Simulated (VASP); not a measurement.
Crystal: KZn (NaTl type).

```
K Zn
1.0
     0.00000    4.35634    4.35634
     4.35634    0.00000    4.35634
     4.35634    4.35634    0.00000
K Zn
2 2
Direct
  0.12500 0.12500 0.12500
  0.87500 0.87500 0.87500
  0.37500 0.37500 0.37500
  0.62500 0.62500 0.62500
```

- Program: VASP 6.6.1
- Task: relaxation of cell and atoms
- Functional: PBEsol
- Potentials or basis: VASP PAW PBE potentials, release 64 (K_sv, Zn)
- Cutoff: 600 eV
- k mesh: 7 × 7 × 7
- Occupations: fermi-dirac, width 0.05 eV
- Spin: no spin polarisation

At the start: pressure -1.7 GPa; volume 41.34 Å³/atom.

Question: Where does the relaxation end?

Answer: Over 15 steps the energy falls by 90.0 meV/atom and the volume is 29.65 Å³/atom (-28.3 %); space group Fd-3m (No. 227, to 0.1 Å) before and after.

Step by step:
| step | energy change (eV) | largest force (eV/Å) | pressure (GPa) | volume (Å³) |
| --- | --- | --- | --- | --- |
| 1 | 0.0000 | 0.0000 | -1.72 | 165.35 |
| 2 | -0.1098 | 0.0000 | -1.67 | 154.93 |
| 3 | -0.3419 | 0.0000 | -0.71 | 126.32 |
| 4 | 0.5749 | 0.0000 | 11.19 | 80.12 |
| 5 | -0.3569 | 0.0000 | -0.34 | 121.52 |
| 6 | -0.3600 | 0.0000 | 0.05 | 117.76 |
| 7 | -0.3601 | 0.0000 | -0.04 | 118.61 |
| 8 | -0.3601 | 0.0000 | -0.03 | 118.60 |
| 9 | -0.3601 | 0.0000 | -0.04 | 118.59 |
| 10 | -0.3601 | 0.0000 | -0.03 | 118.59 |
| 11 | -0.3601 | 0.0000 | -0.04 | 118.59 |
| 12 | -0.3601 | 0.0000 | -0.04 | 118.59 |
| 13 | -0.3601 | 0.0000 | -0.03 | 118.59 |
| 14 | -0.3601 | 0.0000 | -0.03 | 118.59 |
| 15 | -0.3601 | 0.0000 | -0.02 | 118.59 |

Final structure:
```xyz
4
Lattice="0.0000 3.8994 3.8994 3.8994 0.0000 3.8994 3.8994 3.8994 0.0000" Properties=species:S:1:pos:R:3 pbc="T T T"
K     0.9749    0.9749    0.9749
K     6.8240    6.8240    6.8240
Zn    2.9246    2.9246    2.9246
Zn    4.8743    4.8743    4.8743
```

Caveat: the volume moved by over 15 % at a fixed basis, so the end points are rough; the PAW data sets were made with another functional, which shifts forces and pressure a little.
